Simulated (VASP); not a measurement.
Set up this calculation in VASP 6.6.1, as the native input.

| Item | Value |
| --- | --- |
| Task | single point |
| Functional | PBE |
| Potentials or basis | VASP PAW PBE potentials, release 64 (Nb_sv, Pt, Se) |
| Cutoff | 520 eV |
| k mesh | 4 × 4 × 1 |
| Occupations | gaussian, width 0.15 eV |
| Spin | no spin polarisation |
| Dipole correction | no |
| Further INCAR settings | LREAL = Auto; ALGO = Normal; EDIFF = 1e-07; NBANDS = 80 |

The structure of Nb2PtSe5 lies in POSCAR:

```
Nb2PtSe5
1.0
    6.5583108111     -1.7177508937     -0.1328060007
    6.5583108111      1.7177508937     -0.1328060007
   -3.5391144453      0.0000000000     15.5962897096
Nb Pt Se
4 2 10
Direct
    0.8602068947      0.8602068947      0.6271903820
    0.1397931053      0.1397931053      0.3728096180
    0.5679813911      0.5679813911      0.1776151235
    0.4320186089      0.4320186089      0.8223848765
    0.0000000000      0.0000000000      0.5000000000
    0.0000000000      0.0000000000      0.0000000000
    0.3541846892      0.3541846892      0.4921524322
    0.6458153108      0.6458153108      0.5078475678
    0.2593275018      0.2593275018      0.7010764571
    0.7406724982      0.7406724982      0.2989235429
    0.4900860088      0.4900860088      0.3121106353
    0.0828503937      0.0828503937      0.8774800161
    0.9171496063      0.9171496063      0.1225199839
    0.8292899966      0.8292899966      0.8944006392
    0.1707100034      0.1707100034      0.1055993608
    0.5099139912      0.5099139912      0.6878893647
```

The input as run:

INCAR

```
PREC     = Accurate       # precision mode
ENCUT    = 520            # plane-wave cutoff, eV
EDIFF    = 1E-7           # SCF threshold, eV
ISMEAR   = 0              # smearing method
SIGMA    = 0.15           # smearing width, eV
LREAL    = Auto         
LASPH    = T              # aspherical terms in the spheres
NELM     = 60             # most SCF steps
ALGO     = Normal         # electronic algorithm
ISIF     = 2              # what is computed and relaxed
LWAVE    = F              # write WAVECAR
LCHARG   = F              # write CHGCAR
GGA      = PE             # functional
NBANDS   = 80             # bands
```

KPOINTS

```
regular mesh
0
Gamma
  4 4 1
```

Potentials or basis: VASP PAW PBE potentials, release 64 (Nb_sv, Pt, Se).

Run with:

```console
$ cat potpaw_PBE.64/Nb_sv/POTCAR potpaw_PBE.64/Pt/POTCAR potpaw_PBE.64/Se/POTCAR > POTCAR
$ mpirun -np 1 vasp_std > vasp.out
```

Results of the run:

| Item | Value |
| --- | --- |
| Pressure | 0.0 GPa |
| Largest force | 0.066 eV/Å |
| Band gap on the k mesh | zero (bands 66 and 67 overlap by 0.04 eV) |

Caveat: the k points lie up to 0.47 Å⁻¹ apart; spin-orbit coupling is left out, which moves the levels of the heavy elements.

Run time: 9.2 min on 1 thread of Intel(R) Xeon(R) 6975P-C (Granite Rapids) (shared host), peak memory 0.68 GiB.
